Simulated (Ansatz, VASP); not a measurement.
## One calculation of MgO, two programs

Contents of POSCAR:

```
MgO
1.0
    2.1232229630      2.1232229630      0.0000000000
   -2.1232229630      2.1232229630      0.0000000000
    0.0000000000      0.0000000000      4.1795251444
Mg O
2 2
Direct
    0.0000000000      0.0000000000      0.0000000000
    0.5000000000      0.5000000000      0.5000000000
    0.5000000000      0.5000000000      0.0000000000
    0.0000000000      0.0000000000      0.5000000000
```

INCAR.step1

```
SYSTEM = MgO
ALGO = Normal ; EDIFF = 1E-4
ENCUT = 520 ; GGA = PE
ISMEAR = 0 ; LASPH = .TRUE.
LCHARG = .FALSE. ; LREAL = .FALSE.
LWAVE = .TRUE. ; NBANDS = 16
NELM = 60 ; PREC = Accurate
SIGMA = 0.02
```

File INCAR.step2:

```
SYSTEM = MgO
ALGO = Normal ; EDIFF = 1E-6
ENCUT = 520 ; ISIF = 2
ISMEAR = 0 ; ISTART = 1
LASPH = .TRUE. ; LCHARG = .FALSE.
LMIXTAU = .TRUE. ; LREAL = .FALSE.
LWAVE = .FALSE. ; METAGGA = R2SCAN
NBANDS = 16 ; NELM = 60
PREC = Accurate ; SIGMA = 0.02
```

KPOINTS

```
k-points
0
G
  8 8 6
  0 0 0
```

Input for Ansatz:

```yaml
crystal:
  lattice:
    - [2.123222963, 2.123222963, 0.0]
    - [-2.123222963, 2.123222963, 0.0]
    - [0.0, 0.0, 4.1795251444]
  atoms:
    - { symbol: Mg, position: [0.0, 0.0, 0.0] }
    - { symbol: Mg, position: [0.5, 0.5, 0.5] }
    - { symbol: O, position: [0.5, 0.5, 0.0] }
    - { symbol: O, position: [0.0, 0.0, 0.5] }
basis:
  ecutwfc: 500
kpoints:
  mp_grid: { grid: [8, 8, 6] }
  band_path: { path: [VBM, CBM], npoints: 2 }
hamiltonian:
  xc: r2scan
scf:
  occupations: { method: gaussian, width: 0.02 }
output:
  forces: true
  stress: true
  eigenvalues: true
checkpoint:
  read: start.run
  write: ck
  compress: false
  write_wavefunctions: false
  write_every: 100000
```

Alike in both runs: task single point; functional r2SCAN; k mesh 8 × 8 × 6; occupations gaussian, width 0.02 eV; no spin polarisation.

```csv
,VASP,Ansatz
version,VASP 6.6.1,Ansatz 0.2.0
potentials or method,"VASP PAW PBE potentials, release 64 (Mg, O), cutoff 520 eV","scalar-relativistic, plane waves, PAW"
valence electrons in the cell,16,32
```

VASP gave:

* gap on the k mesh at the Fermi level (eV): 5.50
* least direct gap on the mesh (eV): 5.50
* pressure (GPa): -3.3
* traceless stress, the component that is largest in VASP (GPa): 2.14

Task: What did Ansatz give for the same quantities?

Result: gap on the k mesh at the Fermi level (eV): 5.53; least direct gap on the mesh (eV): 5.53; pressure (GPa): -2.2; traceless stress, the component that is largest in VASP (GPa): 2.17.

VASP's potentials were made for PBE, not for r2SCAN. With one functional, cell and mesh, what is left measures potentials, basis and numerics. VASP's potentials hold 16 valence electrons a cell and Ansatz's 32, so a difference there can come from the potentials and not from the codes.
